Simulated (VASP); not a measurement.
Here is a VASP 6.6.1 calculation.

INCAR

```
SYSTEM = Mo
ALGO = Normal
DIPOL = 0.5 0.5 0.500
EDIFF = 1E-6
ENCUT = 520
GGA = PE
IDIPOL = 3
ISIF = 2
ISMEAR = -1
LASPH = .True.
LCHARG = .False.
LDIPOL = .True.
LREAL = .False.
LWAVE = .False.
NBANDS = 36
NELM = 60
PREC = Accurate
SIGMA = 0.1
```

Contents of KPOINTS:

```
k-points
0
Gamma
  13 13 1
  0 0 0
```

POSCAR

```
Mo
1.0
    2.7373676609      0.0000000000      0.0000000000
   -0.9124558870      2.5808149808      0.0000000000
    0.0000000000      0.0000000000     22.7052000000
Mo
4
Direct
    0.2500000000      0.2500000000      0.3560123116
    0.7500000000      0.7500000000      0.4503581334
    0.2500000000      0.2500000000      0.5496418663
    0.7500000000      0.7500000000      0.6439876881
```

Potentials or basis: VASP PAW PBE potentials, release 64 (Mo_sv).

The run is started by

```console
$ cat potpaw_PBE.64/Mo_sv/POTCAR > POTCAR
$ mpirun -np 1 vasp_std > vasp.out
```

Estimate the largest force.

0.028 eV/Å.

Estimate the band gap on the k mesh.

zero (band 28 reaches 3.33 eV, above the bottom of band 29 at 1.40 eV).

Forces in eV/Å, atoms in the order of the input:
```
Mo   0.000  0.000 -0.028
Mo   0.000  0.000  0.007
Mo   0.000  0.000 -0.007
Mo   0.000  0.000  0.028
```
